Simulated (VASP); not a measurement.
# Ge (R-3m) in VASP: further runs

Ge is run at these levels: PBEsol; tasks: single point.

Everything below comes from runs of VASP 6.6.1. Logs are shortened: lines on timing, memory, paths and dates and some standing lists are left out, and cuts for length are marked.

### 1 The cell of the first run

The structure is trigonal, space group R-3m (No. 166). The conventional cell has a = 3.175 Å, b = 3.175 Å, c = 15.555 Å, α = 90.00°, β = 90.00°, γ = 120.00°. Within 3.0 Å of Ge (site symmetry 3m) lie 3 Ge at 2.25 Å.

### 2 Single point, PBEsol

Input file INCAR:

```
  ALGO = Normal
  EDIFF = 1E-6
  ENCUT = 520
  GGA = PS
  ISIF = 2
  ISMEAR = 0
  LASPH = True
  LCHARG = False
  LREAL = False
  LWAVE = False
  NBANDS = 21
  NELM = 60
  PREC = Accurate
  SIGMA = 0.15
```

Input file KPOINTS:

```
k-points
0
Gamma
  16 16 16
```

Input file POSCAR:

```
Ge
1.0
    1.4967974913      3.7419937281      3.7419937281
    3.7419937281      1.4967974913      3.7419937281
    3.7419937281      3.7419937281      1.4967974913
Ge
2
Direct
    0.5000000000      0.5000000000      0.5000000000
    0.7500000000      0.7500000000      0.7500000000
```

Potentials or basis: VASP PAW PBE potentials, release 64 (Ge_d).

Started as:

```console
$ cat potpaw_PBE.64/Ge_d/POTCAR > POTCAR
$ mpirun -np 1 vasp_std > vasp.out
```

OUTCAR:

```text
EDIFF = 1E-6
   ENCUT = 520
   GGA = PS
   ISIF = 2
   ISMEAR = 0
   LASPH = True
   LREAL = False
   NELM = 60
   PREC = Accurate

 ion  position               nearest neighbor table
   1  0.500  0.500  0.500-   2 2.25   2 2.25   2 2.25
   2  0.750  0.750  0.750-   1 2.25   1 2.25   1 2.25

  LATTYP: Found a trigonal (rhomboedric) cell.
 ALAT       =     5.4995851527
 COS(alpha) =     0.8333333333

  Lattice vectors:

 A1 = (   1.4967974913,   3.7419937281,   3.7419937281)
 A2 = (   3.7419937281,   1.4967974913,   3.7419937281)
 A3 = (   3.7419937281,   3.7419937281,   1.4967974913)

Analysis of symmetry for initial positions (statically):
=====================================================================
 Subroutine PRICEL returns:
 Original cell was already a primitive cell.

 Routine SETGRP: Setting up the symmetry group for a
 trigonal (rhombohedral) supercell.

 Subroutine GETGRP returns: Found 12 space group operations
 (whereof  6 operations were pure point group operations)
 out of a pool of 12 trial point group operations.

The static configuration has the point symmetry C_3v.
 The point group associated with its full space group is D_3d.

Analysis of symmetry for dynamics (positions and initial velocities):
=====================================================================
 Subroutine PRICEL returns:
 Original cell was already a primitive cell.

 Routine SETGRP: Setting up the symmetry group for a
 trigonal (rhombohedral) supercell.

 Subroutine GETGRP returns: Found 12 space group operations
 (whereof  6 operations were pure point group operations)
 out of a pool of 12 trial point group operations.

The dynamic configuration has the point symmetry C_3v.
 The point group associated with its full space group is D_3d.

 Subroutine INISYM returns: Found 12 space group operations
 (whereof  6 operations are pure point group operations),
 and found     1 'primitive' translations

----------------------------------------------------------------------------------------

                                     Primitive cell

  volume of cell :      45.2713

  direct lattice vectors                    reciprocal lattice vectors
     1.496797491  3.741993728  3.741993728    -0.259813964  0.185581403  0.185581403
     3.741993728  1.496797491  3.741993728     0.185581403 -0.259813964  0.185581403
     3.741993728  3.741993728  1.496797491     0.185581403  0.185581403 -0.259813964

  length of vectors
     5.499585153  5.499585153  5.499585153     0.369302328  0.369302328  0.369302328

  position of ions in fractional coordinates (direct lattice)
     0.500000000  0.500000000  0.500000000
     0.750000000  0.750000000  0.750000000

  ion indices of the primitive-cell ions
   primitive index   ion index
                 1           1
                 2           2

----------------------------------------------------------------------------------------

 KPOINTS: k-points

Automatic generation of k-mesh.
 Grid dimensions read from file:
 generate k-points for:   16   16   16

 Generating k-lattice:

  Cartesian coordinates                     Fractional coordinates (reciprocal lattice)
    -0.016238373  0.011598838  0.011598838     0.062500000 -0.000000000 -0.000000000
     0.011598838 -0.016238373  0.011598838    -0.000000000  0.062500000 -0.000000000
     0.011598838  0.011598838 -0.016238373    -0.000000000 -0.000000000  0.062500000

  Length of vectors
     0.023081396  0.023081396  0.023081396

  Shift w.r.t. Gamma in fractional coordinates (k-lattice)
     0.000000000  0.000000000  0.000000000

 Subroutine IBZKPT returns following result:
 ===========================================

 Found    417 irreducible k-points:

 Following reciprocal coordinates:
            Coordinates               Weight
  0.000000  0.000000  0.000000      1.000000
  0.062500  0.000000  0.000000      6.000000
  0.125000  0.000000  0.000000      6.000000
  0.187500  0.000000  0.000000      6.000000
  0.250000  0.000000  0.000000      6.000000
  0.312500  0.000000  0.000000      6.000000
[... 16 lines left out ...]
 -0.125000  0.062500  0.000000     12.000000
 -0.062500  0.062500  0.000000      6.000000
 [... further k-points ...]
   k-points           NKPTS =    417   k-points in BZ     NKDIM =    417   number of bands    NBANDS=     21
   number of dos      NEDOS =    301   number of ions     NIONS =      2
   total plane-waves  NPLWV =  74088
   dimension x,y,z NGX =    42 NGY =   42 NGZ =   42
   dimension x,y,z NGXF=    84 NGYF=   84 NGZF=   84
   ions per type =               2
   NGX,Y,Z   is equivalent  to a cutoff of  12.70, 12.70, 12.70 a.u.
   NGXF,Y,Z  is equivalent  to a cutoff of  25.39, 25.39, 25.39 a.u.
 SYSTEM =  unknown system
   PREC   = accura    normal or accurate (medium, high low for compatibility)
   ISTART =      0    job   : 0-new  1-cont  2-samecut
   ICHARG =      2    charge: 1-file 2-atom 10-const
   ISPIN  =      1    spin polarized calculation?
   LNONCOLLINEAR =      F non collinear calculations
   LSORBIT =      F    spin-orbit coupling
   LASPH  =      T    aspherical Exc in radial PAW
   ENCUT  =  520.0 eV  38.22 Ry    6.18 a.u.  10.23 10.23 10.23*2*pi/ulx,y,z
   NELM   =     60;   NELMIN=  2; NELMDL= -5     # of ELM steps
   EDIFF  = 0.1E-05   stopping-criterion for ELM
   LREAL  =      F    real-space projection
   EDIFFG = 0.1E-04   stopping-criterion for IOM
   NSW    =      0    number of steps for IOM
   IBRION =     -1    ionic relax: 0-MD 1-quasi-New 2-CG
   NFREE  =      0    steps in history (QN), initial steepest desc. (CG)
   ISIF   =      2    stress and relaxation
   ISYM   =      2    0-nonsym 1-usesym 2-fastsym
   POTIM  = 0.5000    time-step for ionic-motion
   TEBEG  =    0.0;   TEEND  =   0.0 temperature during run
   PSTRESS=    0.0 pullay stress
   NELECT =      28.0000    total number of electrons
   NUPDOWN=      -1.0000    fix difference up-down
   EMIN   =  10.00;   EMAX   =-10.00  energy-range for DOS
   EFERMI =   0.00;   METHOD = LEGACY
   ISMEAR =     0;   SIGMA  =   0.15  broadening in eV -4-tet -1-fermi 0-gaus
   EFERMI_NEDOS =   21; number of points for ismear=-14 and -15
   IALGO  =     38    algorithm
   IMIX   =      4    mixing-type and parameters
     AMIX     =   0.40;   BMIX     =  1.00
     AMIX_MAG =   1.60;   BMIX_MAG =  1.00
  volume/ion in A,a.u.               =      22.64       152.75
  Fermi-wavevector in a.u.,A,eV,Ry     =   1.394825  2.635838 26.470653  1.945538
  Thomas-Fermi vector in A             =   2.518337
   LORBIT       =      0    0 simple, 1 ext, 2 COOP (PROOUT), +10 PAW based schemes
   GGA     = PS    functional components
   LHFCALC =     F    Hartree Fock is set to
   AEXX    =    0.0000 exact exchange contribution
   IVDW    =     0    specifies the selected vdW correction
   LEPSILON=     F    determine dielectric tensor
   LRPA    =     F    only Hartree local field effects (RPA)
 non-spin polarized calculation
 Gauss-broadening in eV      SIGMA  =   0.15
  energy-cutoff  :      520.00
  volume of cell :       45.27
 maximum number of plane-waves:      1232
 NGX is ok and might be reduce to    42
   NGX = 21   NGY = 21   NGZ = 21

 number of electron      28.0000006 magnetization

 Free energy of the ion-electron system (eV)
  ---------------------------------------------------
  ext. energy  EPLUGINS =         0.00000000
  ---------------------------------------------------
  free energy    TOTEN  =        -7.28163661 eV

  energy without entropy =       -7.26310936  energy(sigma->0) =       -7.27237298

 E-fermi :   4.1918     XC(G=0):  -9.9839

 val. band max:        4.1910756214   @ k =  -0.2500   0.1875   0.1875
 cond. band min:       4.1937621693   @ k =  -0.3125   0.3750   0.0625
 fundamental gap:      0.0026865479
 Fermi energy:         4.1917573208

 k-point     1 :       0.0000    0.0000    0.0000
  band No.  band energies     occupation
      1     -20.5226      2.00000
      2     -20.5226      2.00000
      3     -20.3277      2.00000
      4     -20.3039      2.00000
      5     -20.3039      2.00000
      6     -19.9682      2.00000
[... 13 lines left out ...]
     20      15.8287      0.00000
     21      17.2323      0.00000

 k-point     2 :       0.0625    0.0000    0.0000
  band No.  band energies     occupation
      1     -20.5211      2.00000
      2     -20.5179      2.00000
      3     -20.3249      2.00000
      4     -20.3041      2.00000
      5     -20.2990      2.00000
      6     -19.9686      2.00000
[... 13 lines left out ...]
     20      16.2565      0.00000
     21      16.9168      0.00000

 k-point     3 :       0.1250    0.0000    0.0000
  band No.  band energies     occupation
      1     -20.5168      2.00000
      2     -20.5038      2.00000
      3     -20.3221      2.00000
      4     -20.2987      2.00000
      5     -20.2850      2.00000
      6     -19.9712      2.00000
[... 13 lines left out ...]
     20      16.3498      0.00000
     21      16.5711      0.00000

 k-point     4 :       0.1875    0.0000    0.0000
  band No.  band energies     occupation
      1     -20.5105      2.00000
      2     -20.4806      2.00000
      3     -20.3274      2.00000
      4     -20.2797      2.00000
      5     -20.2627      2.00000
      6     -19.9785      2.00000
[... 13 lines left out ...]
     20      16.7980      0.00000
     21      16.8154      0.00000

 k-point     5 :       0.2500    0.0000    0.0000
  band No.  band energies     occupation
      1     -20.5031      2.00000
      2     -20.4489      2.00000
      3     -20.3360      2.00000
      4     -20.2515      2.00000
      5     -20.2337      2.00000
      6     -19.9918      2.00000
[... 13 lines left out ...]
     20      16.1775      0.00000
     21      17.2263      0.00000
[... 382 lines left out ...]
     20      15.9513      0.00000
     21      17.4217      0.00000

 k-point    22 :      -0.1875    0.0625   -0.0000
  band No.  band energies     occupation
      1     -20.5062      2.00000
      2     -20.4622      2.00000
      3     -20.3262      2.00000
      4     -20.2792      2.00000
      5     -20.2361      2.00000
      6     -19.9905      2.00000
[... 13 lines left out ...]
     20      16.5942      0.00000
     21      17.0633      0.00000

 k-point    23 :      -0.1250    0.0625    0.0000
  band No.  band energies     occupation
      1     -20.5130      2.00000
      2     -20.4897      2.00000
      3     -20.3189      2.00000
      4     -20.2995      2.00000
      5     -20.2655      2.00000
      6     -19.9770      2.00000
[... 13 lines left out ...]
     20      16.6532      0.00000
     21      17.1319      0.00000

 k-point    24 :      -0.0625    0.0625    0.0000
  band No.  band energies     occupation
      1     -20.5182      2.00000
      2     -20.5084      2.00000
      3     -20.3202      2.00000
      4     -20.3054      2.00000
      5     -20.2875      2.00000
      6     -19.9704      2.00000
[... 13 lines left out ...]
     20      16.5165      0.00000
     21      16.5345      0.00000

 [... further k-points ...]
[... 5 lines left out ...]
  --------------------------------------------------------------------------------------
  -------------------------------------------------------------------------------------
  Total        6.5578053      6.5578053      6.5578053     -1.2722523     -1.2722523     -1.2722523
  in kB      232.0845294    232.0845294    232.0845294    -45.0257465    -45.0257465    -45.0257465
  external PRESSURE =     232.0845294 kB  Pullay stress =       0.0000000 kB

 VOLUME and BASIS-vectors are now :
 -----------------------------------------------------------------------------
  energy-cutoff  :      520.00
  volume of cell :       45.27
      direct lattice vectors                 reciprocal lattice vectors
     1.496797491  3.741993728  3.741993728    -0.259813964  0.185581403  0.185581403
     3.741993728  1.496797491  3.741993728     0.185581403 -0.259813964  0.185581403
     3.741993728  3.741993728  1.496797491     0.185581403  0.185581403 -0.259813964

 POSITION                                       TOTAL-FORCE (eV/Angst)
 -----------------------------------------------------------------------------------
      4.49039      4.49039      4.49039         2.646016      2.646016      2.646016
      6.73559      6.73559      6.73559        -2.646016     -2.646016     -2.646016
 -----------------------------------------------------------------------------------
    total drift:                               -0.000000     -0.000000      0.000000

  FREE ENERGIE OF THE ION-ELECTRON SYSTEM (eV)
  ---------------------------------------------------
  free  energy   TOTEN  =        -7.2816366084 eV

  energy  without entropy=       -7.2631093595  energy(sigma->0) =       -7.27237298
```

Run time: 16 min. Hardware: 1 thread of Intel Xeon 6975P-C, shared host; peak memory 0.48 GiB.

Results:

```yaml
Free_energy: -7.2816 eV
Pressure: 23.2 GPa
Largest_force: 4.583 eV/Å
Band_gap_on_the_k_mesh: zero (band 14 reaches 7.54 eV, above the bottom of band 15 at 3.27 eV)
```

Forces on the atoms (eV/Å):
```
Ge   2.646  2.646  2.646
Ge  -2.646 -2.646 -2.646
```

Levels at points of the mesh, in eV from the Fermi level:
```csv
k point,band 10,band 11,band 12,band 13,band 14,band 15,band 16,band 17,band 18,band 19
"(0.00, 0.00, 0.00)",-24.00,-14.12,-5.75,-1.83,3.35,3.35,6.96,6.96,8.02,10.88
"(0.50, 0.00, 0.00)",-24.01,-9.91,-8.04,-1.93,-1.06,-0.06,4.04,4.12,5.62,7.55
"(0.50, 0.50, 0.00)",-24.01,-9.86,-8.05,-2.66,-0.67,-0.12,4.03,4.38,7.44,8.23
"(0.50, 0.50, 0.50)",-24.00,-14.05,-6.78,1.32,3.29,3.29,5.45,7.06,7.06,7.97
```

Caveat: the PAW data sets were made with another functional, which shifts forces and pressure a little.

[end of part 1 of 2]
